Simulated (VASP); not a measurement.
# Si (P6_3/mmc) in VASP: notebook

The runs below take Si through single point, with LDA.

Everything below comes from runs of VASP 6.6.1. Logs are shortened: lines on timing, memory, paths and dates and some standing lists are left out, and cuts for length are marked.

## (1) The cell of the first run

It takes space group P6_3/mmc (No. 194, hexagonal). The conventional cell has a = 3.967 Å, b = 3.967 Å, c = 5.775 Å, α = 90.00°, β = 90.00°, γ = 120.00°. Si (site symmetry 3m) has 4 Si at 2.05 to 2.44 Å within 2.7 Å.

This isn't the form of Si at room conditions, which is diamond.

## (2) Single point, LDA

Input file INCAR:

```
SYSTEM = Si
PREC     = Accurate       ! precision mode
ENCUT    = 520            ! plane-wave cutoff, eV
EDIFF    = 1E-6           ! SCF threshold, eV
ISMEAR   = 0              ! smearing method
SIGMA    = 0.03           ! smearing width, eV
LREAL    = .False.        ! projectors in reciprocal space
LASPH    = .True.         ! aspherical terms in the spheres
NELM     = 60             ! most SCF steps
ALGO     = Normal         ! electronic algorithm
ISIF     = 2              ! what is computed and relaxed
LWAVE    = .False.        ! write WAVECAR
LCHARG   = .False.        ! write CHGCAR
GGA      = CA             ! functional
NBANDS   = 16             ! bands
```

Input file KPOINTS:

```
regular mesh
0
Gamma
  12 12 6
  0 0 0
```

Input file POSCAR:

```
Si
1.0
    3.9671651941      0.0000000000      0.0000000000
   -1.9835825971      3.4356658391      0.0000000000
    0.0000000000      0.0000000000      5.7750023730
Si
4
Direct
    0.3333333333      0.6666666667      0.0725769780
    0.6666666667      0.3333333333      0.5725769780
    0.3333333333      0.6666666667      0.4274230220
    0.6666666667      0.3333333333      0.9274230220
```

Potentials or basis: VASP PAW LDA potentials, release 64 (Si).

The run is started by

```console
$ cat potpaw_LDA.64/Si/POTCAR > POTCAR
$ mpirun -np 1 vasp_std > vasp.out
```

OUTCAR:

```text
SYSTEM = Si
   PREC = Accurate
   ENCUT = 520
   EDIFF = 1E-6
   ISMEAR = 0
   LREAL = .False.
   LASPH = .True.
   NELM = 60
   ISIF = 2
   GGA = CA

 ion  position               nearest neighbor table
   1  0.333  0.667  0.073-   3 2.05   4 2.44   4 2.44   4 2.44
   2  0.667  0.333  0.573-   4 2.05   3 2.44   3 2.44   3 2.44
   3  0.333  0.667  0.427-   1 2.05   2 2.44   2 2.44   2 2.44
   4  0.667  0.333  0.927-   2 2.05   1 2.44   1 2.44   1 2.44

  LATTYP: Found a hexagonal cell.
 ALAT       =     3.9671651941
 C/A-ratio  =     1.4557000000

  Lattice vectors:

 A1 = (   3.9671651941,   0.0000000000,   0.0000000000)
 A2 = (  -1.9835825971,   3.4356658391,   0.0000000000)
 A3 = (   0.0000000000,   0.0000000000,   5.7750023730)

Analysis of symmetry for initial positions (statically):
=====================================================================
 Subroutine PRICEL returns:
 Original cell was already a primitive cell.

 Routine SETGRP: Setting up the symmetry group for a
 hexagonal supercell.

 Subroutine GETGRP returns: Found 24 space group operations
 (whereof 12 operations were pure point group operations)
 out of a pool of 24 trial point group operations.

The static configuration has the point symmetry D_3d.
 The point group associated with its full space group is D_6h.

Analysis of symmetry for dynamics (positions and initial velocities):
=====================================================================
 Subroutine PRICEL returns:
 Original cell was already a primitive cell.

 Routine SETGRP: Setting up the symmetry group for a
 hexagonal supercell.

 Subroutine GETGRP returns: Found 24 space group operations
 (whereof 12 operations were pure point group operations)
 out of a pool of 24 trial point group operations.

The dynamic configuration has the point symmetry D_3d.
 The point group associated with its full space group is D_6h.

 Subroutine INISYM returns: Found 24 space group operations
 (whereof 12 operations are pure point group operations),
 and found     1 'primitive' translations

----------------------------------------------------------------------------------------

                                     Primitive cell

  volume of cell :      78.7124

  direct lattice vectors                    reciprocal lattice vectors
     3.967165194  0.000000000  0.000000000     0.252069160  0.145532198  0.000000000
    -1.983582597  3.435665839  0.000000000     0.000000000  0.291064395  0.000000000
     0.000000000  0.000000000  5.775002373     0.000000000  0.000000000  0.173160102

  length of vectors
     3.967165194  3.967165194  5.775002373     0.291064395  0.291064395  0.173160102

  position of ions in fractional coordinates (direct lattice)
     0.333333333  0.666666667  0.072576978
     0.666666667  0.333333333  0.572576978
     0.333333333  0.666666667  0.427423022
     0.666666667  0.333333333  0.927423022

  ion indices of the primitive-cell ions
   primitive index   ion index
                 1           1
                 2           2
                 3           3
                 4           4

----------------------------------------------------------------------------------------

 KPOINTS: regular mesh

Automatic generation of k-mesh.
 Grid dimensions read from file:
 generate k-points for:   12   12    6

 Generating k-lattice:

  Cartesian coordinates                     Fractional coordinates (reciprocal lattice)
     0.021005763  0.012127683  0.000000000     0.083333333  0.000000000  0.000000000
     0.000000000  0.024255366  0.000000000     0.000000000  0.083333333  0.000000000
     0.000000000  0.000000000  0.028860017     0.000000000  0.000000000  0.166666667

  Length of vectors
     0.024255366  0.024255366  0.028860017

  Shift w.r.t. Gamma in fractional coordinates (k-lattice)
     0.000000000  0.000000000  0.000000000

 Subroutine IBZKPT returns following result:
 ===========================================

 Found     76 irreducible k-points:

 Following reciprocal coordinates:
            Coordinates               Weight
  0.000000  0.000000  0.000000      1.000000
  0.083333 -0.000000  0.000000      6.000000
  0.166667 -0.000000  0.000000      6.000000
  0.250000  0.000000  0.000000      6.000000
  0.333333 -0.000000  0.000000      6.000000
  0.416667  0.000000  0.000000      6.000000
[... 16 lines left out ...]
  0.250000  0.000000  0.166667     12.000000
  0.333333 -0.000000  0.166667     12.000000
 [... further k-points ...]
   k-points           NKPTS =     76   k-points in BZ     NKDIM =     76   number of bands    NBANDS=     16
   number of dos      NEDOS =    301   number of ions     NIONS =      4
   total plane-waves  NPLWV =  43200
   dimension x,y,z NGX =    30 NGY =   30 NGZ =   48
   dimension x,y,z NGXF=    60 NGYF=   60 NGZF=   96
   ions per type =               4
   NGX,Y,Z   is equivalent  to a cutoff of  12.57, 12.57, 13.82 a.u.
   NGXF,Y,Z  is equivalent  to a cutoff of  25.14, 25.14, 27.64 a.u.
 SYSTEM =  Si
   PREC   = accura    normal or accurate (medium, high low for compatibility)
   ISTART =      0    job   : 0-new  1-cont  2-samecut
   ICHARG =      2    charge: 1-file 2-atom 10-const
   ISPIN  =      1    spin polarized calculation?
   LNONCOLLINEAR =      F non collinear calculations
   LSORBIT =      F    spin-orbit coupling
   LASPH  =      T    aspherical Exc in radial PAW
   ENCUT  =  520.0 eV  38.22 Ry    6.18 a.u.   7.38  7.38 10.74*2*pi/ulx,y,z
   NELM   =     60;   NELMIN=  2; NELMDL= -5     # of ELM steps
   EDIFF  = 0.1E-05   stopping-criterion for ELM
   LREAL  =      F    real-space projection
   EDIFFG = 0.1E-04   stopping-criterion for IOM
   NSW    =      0    number of steps for IOM
   IBRION =     -1    ionic relax: 0-MD 1-quasi-New 2-CG
   NFREE  =      0    steps in history (QN), initial steepest desc. (CG)
   ISIF   =      2    stress and relaxation
   ISYM   =      2    0-nonsym 1-usesym 2-fastsym
   POTIM  = 0.5000    time-step for ionic-motion
   TEBEG  =    0.0;   TEEND  =   0.0 temperature during run
   PSTRESS=    0.0 pullay stress
   NELECT =      16.0000    total number of electrons
   NUPDOWN=      -1.0000    fix difference up-down
   EMIN   =  10.00;   EMAX   =-10.00  energy-range for DOS
   EFERMI =   0.00;   METHOD = LEGACY
   ISMEAR =     0;   SIGMA  =   0.03  broadening in eV -4-tet -1-fermi 0-gaus
   EFERMI_NEDOS =   21; number of points for ismear=-14 and -15
   IALGO  =     38    algorithm
   IMIX   =      4    mixing-type and parameters
     AMIX     =   0.40;   BMIX     =  1.00
     AMIX_MAG =   1.60;   BMIX_MAG =  1.00
  volume/ion in A,a.u.               =      19.68       132.79
  Fermi-wavevector in a.u.,A,eV,Ry     =   0.962573  1.818999 12.606436  0.926547
  Thomas-Fermi vector in A             =   2.092044
   LORBIT       =      0    0 simple, 1 ext, 2 COOP (PROOUT), +10 PAW based schemes
   GGA     = CA    functional components
   LHFCALC =     F    Hartree Fock is set to
   AEXX    =    0.0000 exact exchange contribution
   IVDW    =     0    specifies the selected vdW correction
   LEPSILON=     F    determine dielectric tensor
   LRPA    =     F    only Hartree local field effects (RPA)
 non-spin polarized calculation
 Gauss-broadening in eV      SIGMA  =   0.03
  energy-cutoff  :      520.00
  volume of cell :       78.71
 maximum number of plane-waves:      2157
 NGX is ok and might be reduce to    30
   NGX = 15   NGY = 15   NGZ = 21

 number of electron      15.9999999 magnetization

 Free energy of the ion-electron system (eV)
  ---------------------------------------------------
  ext. energy  EPLUGINS =         0.00000000
  ---------------------------------------------------
  free energy    TOTEN  =       -22.36623948 eV

  energy without entropy =      -22.36588991  energy(sigma->0) =      -22.36606469

 E-fermi :   6.1900     XC(G=0):  -9.6468

 val. band max:        6.1889016570   @ k =   0.5000   0.0000   0.1667
 cond. band min:       6.2017315607   @ k =   0.0000   0.0000   0.1667
 fundamental gap:      0.0128299037
 Fermi energy:         6.1899656642

 k-point     1 :       0.0000    0.0000    0.0000
  band No.  band energies     occupation
      1      -6.2829      2.00000
      2      -2.6991      2.00000
      3      -1.8984      2.00000
      4       3.9966      2.00000
      5       3.9966      2.00000
      6       5.2890      2.00000
[... 8 lines left out ...]
     15      11.2763      0.00000
     16      11.2764      0.00000

 k-point     2 :       0.0833   -0.0000    0.0000
  band No.  band energies     occupation
      1      -6.2114      2.00000
      2      -2.6235      2.00000
      3      -1.8817      2.00000
      4       3.3692      2.00000
      5       3.8499      2.00000
      6       5.0786      2.00000
[... 8 lines left out ...]
     15      11.0111      0.00000
     16      11.2127      0.00000

 k-point     3 :       0.1667   -0.0000    0.0000
  band No.  band energies     occupation
      1      -5.9995      2.00000
      2      -2.3984      2.00000
      3      -1.8588      2.00000
      4       2.3456      2.00000
      5       3.5194      2.00000
      6       4.5751      2.00000
[... 8 lines left out ...]
     15      11.4648      0.00000
     16      11.7696      0.00000

 k-point     4 :       0.2500    0.0000    0.0000
  band No.  band energies     occupation
      1      -5.6558      2.00000
      2      -2.0301      2.00000
      3      -1.9232      2.00000
      4       1.4871      2.00000
      5       3.1660      2.00000
      6       3.5544      2.00000
[... 8 lines left out ...]
     15      11.8954      0.00000
     16      12.6974      0.00000
[... 324 lines left out ...]
 k-point    22 :       0.1667   -0.0000    0.1667
  band No.  band energies     occupation
      1      -5.8872      2.00000
      2      -3.2899      2.00000
      3      -0.8474      2.00000
      4       2.5072      2.00000
      5       3.6193      2.00000
      6       3.7070      2.00000
[... 8 lines left out ...]
     15      11.2953      0.00000
     16      11.5974      0.00000

 k-point    23 :       0.2500    0.0000    0.1667
  band No.  band energies     occupation
      1      -5.5453      2.00000
      2      -3.0162      2.00000
      3      -0.9181      2.00000
      4       1.7448      2.00000
      5       2.7199      2.00000
      6       3.2675      2.00000
[... 8 lines left out ...]
     15      11.8616      0.00000
     16      12.2551      0.00000

 k-point    24 :       0.3333   -0.0000    0.1667
  band No.  band energies     occupation
      1      -5.0953      2.00000
      2      -2.7740      2.00000
      3      -1.1314      2.00000
      4       1.4157      2.00000
      5       1.7460      2.00000
      6       2.9805      2.00000
[... 8 lines left out ...]
     15      12.7408      0.00000
     16      13.0637      0.00000

 [... further k-points ...]

------------------------ aborting loop because EDIFF is reached ----------------------------------------

  FORCE on cell =-STRESS in cart. coord.  units (eV):
  Direction    XX          YY          ZZ          XY          YZ          ZX
  --------------------------------------------------------------------------------------
  -------------------------------------------------------------------------------------
  Total       -5.1933506     -5.1933506     19.7220638      0.0000000     -0.0000000     -0.0000000
  in kB     -105.7097042   -105.7097042    401.4390095      0.0000000     -0.0000000     -0.0000000
  external PRESSURE =      63.3398670 kB  Pullay stress =       0.0000000 kB

 VOLUME and BASIS-vectors are now :
 -----------------------------------------------------------------------------
  energy-cutoff  :      520.00
  volume of cell :       78.71
      direct lattice vectors                 reciprocal lattice vectors
     3.967165194  0.000000000  0.000000000     0.252069160  0.145532198  0.000000000
    -1.983582597  3.435665839  0.000000000     0.000000000  0.291064395  0.000000000
     0.000000000  0.000000000  5.775002373     0.000000000  0.000000000  0.173160102

 POSITION                                       TOTAL-FORCE (eV/Angst)
 -----------------------------------------------------------------------------------
     -0.00000      2.29044      0.41913        -0.000000      0.000000     -4.813326
      1.98358      1.14522      3.30663        -0.000000     -0.000000     -4.813326
     -0.00000      2.29044      2.46837         0.000000      0.000000      4.813326
      1.98358      1.14522      5.35587        -0.000000     -0.000000      4.813326
 -----------------------------------------------------------------------------------
    total drift:                               -0.000000      0.000000     -0.000000

  FREE ENERGIE OF THE ION-ELECTRON SYSTEM (eV)
  ---------------------------------------------------
  free  energy   TOTEN  =       -22.3662394756 eV

  energy  without entropy=      -22.3658899096  energy(sigma->0) =      -22.36606469
```

Wall time 66 s (1 thread of Intel Xeon Platinum 8488C (Sapphire Rapids), shared host); peak memory 0.2 GiB.

Results:

```yaml
Free_energy: -22.3662 eV
Pressure: 6.3 GPa
Largest_force: 4.813 eV/Å
Band_gap_on_the_k_mesh: zero (bands 8 and 9 overlap by 0.56 eV)
```

Forces on the atoms (eV/Å):
```
Si   0.000  0.000 -4.813
Si   0.000  0.000 -4.813
Si   0.000  0.000  4.813
Si   0.000  0.000  4.813
```

Levels at points of the mesh, in eV from the Fermi level:
```
           k point  band 5  band 6  band 7  band 8  band 9  band 10  band 11  band 12
(0.00, 0.00, 0.00)   -2.19   -0.90   -0.13    0.42    0.42     1.01     1.01     2.97
(0.50, 0.00, 0.00)   -5.20   -3.59   -3.56   -0.86   -0.14     1.97     2.63     2.67
(0.00, 0.00, 0.50)   -1.35   -1.35   -1.35   -1.35    1.16     1.16     2.60     2.60
(0.50, 0.00, 0.50)   -2.65   -2.65   -2.29   -2.29    0.74     0.74     2.39     2.39
```

Caveat: the cell stands under pressure; semilocal functionals underestimate gaps, so a narrow gap can read as zero; forces of over 1 eV/Å act on the atoms, so gaps and moduli don't describe the material at rest.

(Continued in part 2 of 2.)
